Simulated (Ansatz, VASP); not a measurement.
**Ti: VASP beside Ansatz**

Contents of INCAR:

```
SYSTEM = Ti
ALGO = Fast
EDIFF = 1E-6
ENCUT = 520
GGA = PE
ISIF = 2
ISMEAR = 0
LASPH = .True.
LCHARG = .False.
LREAL = .False.
LWAVE = .False.
NBANDS = 45
NELM = 60
PREC = Accurate
SIGMA = 0.15
```

File KPOINTS:

```
k-points
0
Gamma
  15 15 4
  0 0 0
```

File POSCAR:

```
Ti
1.0
   -2.0558584512     -2.0558584512      0.0000000000
    2.0558584512     -2.0558584512      0.0000000000
    0.0000000000      0.0000000000     12.3351507070
Ti
6
Direct
    0.0000000000      0.0000000000      0.0000000000
    0.5000000000      0.5000000000      0.1666666667
    0.0000000000      0.0000000000      0.3333333333
    0.5000000000      0.5000000000      0.5000000000
    0.0000000000      0.0000000000      0.6666666667
    0.5000000000      0.5000000000      0.8333333333
```

Input for Ansatz:

```yaml
crystal:
  lattice:
    - [-2.0558584512, -2.0558584512, 0.0]
    - [2.0558584512, -2.0558584512, 0.0]
    - [0.0, 0.0, 12.335150707]
  atoms:
    - { symbol: Ti, position: [0.0, 0.0, 0.0] }
    - { symbol: Ti, position: [0.5, 0.5, 0.1666666667] }
    - { symbol: Ti, position: [0.0, 0.0, 0.3333333333] }
    - { symbol: Ti, position: [0.5, 0.5, 0.5] }
    - { symbol: Ti, position: [0.0, 0.0, 0.6666666667] }
    - { symbol: Ti, position: [0.5, 0.5, 0.8333333333] }
basis:
  ecutwfc: 520.0
kpoints:
  mp_grid: { grid: [15, 15, 4] }
hamiltonian:
  xc: pbe
  pseudopotentials: { kind: paw, azcp: { folder: soft_1 } }
scf:
  occupations: { method: gaussian, width: 0.15 }
output:
  forces: true
  stress: true
  eigenvalues: true
  write_density: true
  write_potential: true
  elf: true
  volumetric_format: npy
```

Alike in both runs: task single point; functional PBE; k mesh 15 × 15 × 4; occupations gaussian, width 0.15 eV; no spin polarisation.

```csv
,VASP,Ansatz
version,VASP 6.6.1,Ansatz 0.2.0
potentials or method,"VASP PAW PBE potentials, release 64 (Ti_sv), cutoff 520 eV","scalar-relativistic, plane waves, PAW"
valence electrons in the cell,72,72
```

VASP gave:

| Item | Value |
| --- | --- |
| gap on the k mesh at the Fermi level (eV) | none |
| pressure (GPa) | -0.2 |

Problem. Estimate Ansatz's values.

Solution. gap on the k mesh at the Fermi level (eV): none; pressure (GPa): 0.1.

A gap of «none» marks a metal or a gap that the smearing closes.
